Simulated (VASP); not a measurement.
Set up this calculation in VASP 6.6.1, as the native input.

* Task: single point
* Functional: PBE
* Dispersion: D3(BJ)
* Potentials or basis: VASP PAW PBE potentials, release 64 (Sn_d, Se)
* Cutoff: 520 eV
* k mesh: 12 × 12 × 6
* Occupations: gaussian, width 0.02 eV
* Spin: no spin polarisation
* Dipole correction: no
* Further INCAR settings: ALGO = Normal; EDIFF = 1e-06; NBANDS = 20

The structure of SnSe2 lies in POSCAR:

```
SnSe2
1.0
    3.8524793778      0.0000000000      0.0000000000
   -1.9262396889      3.3363450087      0.0000000000
    0.0000000000      0.0000000000      6.1488869599
Sn Se
1 2
Direct
    0.0000000000      0.0000000000      0.0000000000
    0.3333333333      0.6666666667      0.2590833669
    0.6666666667      0.3333333333      0.7409166331
```

The input as run:

INCAR

```
PREC = Accurate
ENCUT = 520
EDIFF = 1E-6
ISMEAR = 0
SIGMA = 0.02
LREAL = False
LASPH = True
NELM = 60
ALGO = Normal
ISIF = 2
LWAVE = False
LCHARG = False
GGA = PE
IVDW = 12
NBANDS = 20
```

KPOINTS

```
regular mesh
0
Gamma
  12 12 6
```

Potentials or basis: VASP PAW PBE potentials, release 64 (Sn_d, Se).

Launch:

```console
$ cat potpaw_PBE.64/Sn_d/POTCAR potpaw_PBE.64/Se/POTCAR > POTCAR
$ mpirun -np 1 vasp_std > vasp.out
```

It gave:

- Pressure: -0.6 GPa
- Largest force: 0.021 eV/Å
- Band gap on the k mesh: 0.49 eV (least direct gap 0.91 eV)
- Dispersion energy per atom: -0.353 eV

Caveat: spin-orbit coupling is left out, which moves the levels of the heavy elements.

It took 69 s on 1 thread of Intel(R) Xeon(R) 6975P-C (Granite Rapids), with other jobs on the host, peak memory 0.3 GiB.
